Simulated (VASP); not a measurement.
RbAs2:

```
Rb As
1.0
     4.27594   -2.64761    0.00000
     4.27594    2.64761    0.00000
     0.00000    0.00000    8.58955
Rb As
2 4
Direct
  0.33333 0.66667 0.75000
  0.66667 0.33333 0.25000
  0.91667 0.58333 0.75000
  0.41667 0.08333 0.75000
  0.08333 0.41667 0.25000
  0.58333 0.91667 0.25000
```

The cell was generated, and may not be a known phase.

| Property | Result |
| --- | --- |
| Program | VASP 6.6.1 |
| Task | relaxation of cell and atoms |
| Functional | PBE |
| Potentials or basis | VASP PAW PBE potentials, release 64 (Rb_sv, As) |
| Cutoff | 600 eV |
| k mesh | 4 × 4 × 2 |
| Occupations | gaussian, width 0.1 eV |
| Spin | no spin polarisation |

At the start: pressure 18.6 GPa; volume 32.41 Å³/atom.

How do energy, volume and symmetry change on relaxing?

Over 30 steps the energy falls by 2178.3 meV/atom and the volume is 69.79 Å³/atom (+115.3 %); space group Cmcm (No. 63, to 0.1 Å) before and after.

The path:
| step | energy change (eV) | largest force (eV/Å) | pressure (GPa) | volume (Å³) |
| --- | --- | --- | --- | --- |
| 1 | 0.0000 | 5.3545 | 18.64 | 194.48 |
| 2 | -10.0289 | 1.0494 | -3.13 | 307.63 |
| 3 | -10.2226 | 0.8035 | -1.87 | 279.62 |
| 4 | -10.2056 | 0.9484 | -2.54 | 291.95 |
| 5 | -12.2152 | 1.0243 | -0.95 | 271.11 |
| 6 | -12.2801 | 0.9263 | -0.27 | 267.55 |
| 7 | -12.2811 | 0.9028 | -0.16 | 266.99 |
| 8 | -12.4408 | 0.5626 | 0.15 | 264.88 |
| 9 | -12.5389 | 0.3310 | 0.48 | 262.40 |
| 10 | -12.5688 | 0.1651 | 1.20 | 257.45 |
| 11 | -12.5795 | 0.2147 | 0.95 | 259.13 |
| 12 | -12.5869 | 0.1420 | -0.53 | 273.07 |
| 13 | -12.6107 | 0.1744 | 0.11 | 266.43 |
| 14 | -12.6785 | 0.1436 | 0.02 | 275.82 |
| 15 | -12.7463 | 0.1762 | -0.09 | 288.34 |
| 16 | -12.8121 | 0.2649 | -0.21 | 313.76 |
| 17 | -12.7849 | 0.3404 | -0.21 | 366.15 |
| 18 | -12.8174 | 0.3176 | -0.23 | 339.14 |
| 19 | -12.8728 | 0.3360 | -0.21 | 348.00 |
| 20 | -12.9496 | 0.4107 | -0.10 | 373.13 |
| 21 | -13.0045 | 0.3470 | 0.40 | 382.85 |
| 22 | -13.0082 | 0.3170 | 0.58 | 386.14 |
| 23 | -13.0445 | 0.1692 | 0.42 | 398.96 |
| 24 | -13.0622 | 0.0841 | 0.22 | 416.25 |
| 25 | -13.0681 | 0.0512 | -0.01 | 417.48 |
| 26 | -13.0682 | 0.0536 | 0.01 | 417.39 |
| 27 | -13.0687 | 0.0441 | 0.01 | 417.61 |
| 28 | -13.0698 | 0.0406 | 0.01 | 418.27 |
| 29 | -13.0692 | 0.0537 | 0.01 | 419.59 |
| 30 | -13.0699 | 0.0383 | 0.01 | 418.71 |

Final structure:
```cif
data_structure
_symmetry_space_group_name_H-M 'P 1'
_symmetry_Int_Tables_number 1
_cell_length_a 6.8208
_cell_length_b 6.8208
_cell_length_c 13.6543
_cell_angle_alpha 90.000
_cell_angle_beta 90.000
_cell_angle_gamma 41.235
_cell_volume 418.71
loop_
_atom_site_label
_atom_site_type_symbol
_atom_site_fract_x
_atom_site_fract_y
_atom_site_fract_z
_atom_site_occupancy
Rb1 Rb 0.23345 0.76655 0.75000 1
Rb2 Rb 0.76655 0.23345 0.25000 1
As1 As 0.93992 0.52838 0.75000 1
As2 As 0.47162 0.06008 0.75000 1
As3 As 0.06008 0.47162 0.25000 1
As4 As 0.52838 0.93992 0.25000 1
```

Caveat: the k points lie up to 0.35 Å⁻¹ apart in the final cell, too coarse for converged energies and pressures of a metal; the volume moved by over 15 % at a fixed basis, so the end points are rough.
